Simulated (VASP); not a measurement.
Zr6O11, 17 atoms in the cell. The structure is orthorhombic, space group Pmm2 (No. 25). Conventional cell: a = 3.573 Å, b = 3.585 Å, c = 15.454 Å, α = 90.00°, β = 90.00°, γ = 90.00°. Zr (site symmetry mm2) has 6 O at 2.04 to 2.36 Å within 2.7 Å. Zr (site symmetry mm2) has 8 O at 2.07 to 2.38 Å within 2.7 Å. Within 2.8 Å of Zr (site symmetry mm2) lie 8 O at 2.08 to 2.37 Å. Within 2.7 Å of Zr (site symmetry mm2) lie 8 O at 2.06 to 2.40 Å. Zr (site symmetry mm2) has 8 O at 2.07 to 2.37 Å within 2.7 Å. Zr (site symmetry mm2) has 6 O at 2.07 to 2.34 Å within 2.7 Å. O (site symmetry mm2) has 4 Zr at 2.04 to 2.40 Å and 5 O at 2.59 to 2.62 Å within 2.7 Å. Within 2.7 Å of O (site symmetry mm2) lie 4 Zr at 2.07 to 2.37 Å and 6 O at 2.58 to 2.60 Å. 

```yaml
Program: VASP 6.6.1
Task: single point
Functional: PBEsol
Potentials_or_basis: VASP PAW PBE potentials, release 64 (Zr_sv, O)
Cutoff: 520 eV
k_mesh: 6 × 6 × 2
Occupations: gaussian, width 0.1 eV
Spin: no spin polarisation
Dipole_correction: no
Further_INCAR_settings: LREAL = Auto; ALGO = Normal; EDIFF = 1e-06; NBANDS = 83
```

Potentials or basis: VASP PAW PBE potentials, release 64 (Zr_sv, O).

Launch:

```console
$ cat potpaw_PBE.64/Zr_sv/POTCAR potpaw_PBE.64/O/POTCAR > POTCAR
$ mpirun -np 1 vasp_std > vasp.out
```

Hardware: 1 thread of Intel Xeon 8259CL, with other jobs on the host.

Question: How long does it take, and how much memory?

Answer: It took 19 min on 1 thread of Intel Xeon 8259CL, on a shared host, peak memory 0.49 GiB. Counts: scf iterations 15, k points 32.
